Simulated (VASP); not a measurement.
YbN (zincblende type), 2 atoms in the cell. Symmetry: F-43m, No. 216, cubic system. Conventional cell: a = 5.214 Å, b = 5.214 Å, c = 5.214 Å, α = 90.00°, β = 90.00°, γ = 90.00°. Yb (site symmetry -43m) has 4 N at 2.26 Å within 3.0 Å. N (site symmetry -43m) has 4 Yb at 2.26 Å within 3.0 Å. 

- Program: VASP 6.6.1
- Task: electric field gradients
- Functional: PBE
- Potentials or basis: VASP PAW PBE potentials, release 64 (Yb, N)
- Cutoff: 520 eV
- k mesh: 11 × 11 × 11
- Occupations: fermi-dirac, width 0.08 eV
- Spin: no spin polarisation
- Dipole correction: no
- Further INCAR settings: ALGO = Normal; EDIFF = 1e-08; NBANDS = 22

Potentials or basis: VASP PAW PBE potentials, release 64 (Yb, N).

The run is started by

```sh
$ cat potpaw_PBE.64/Yb/POTCAR potpaw_PBE.64/N/POTCAR > POTCAR
$ mpirun -np 1 vasp_std > vasp.out
```

Hardware: 1 thread of Intel(R) Xeon(R) Platinum 8488C (Sapphire Rapids) (shared host).

**Question.** Estimate the wall time of this run.

**Answer.** It took 2 min on 1 thread of Intel(R) Xeon(R) Platinum 8488C (Sapphire Rapids), with other jobs on the host, peak memory 0.2 GiB. Counts: scf iterations 30, k points 56.
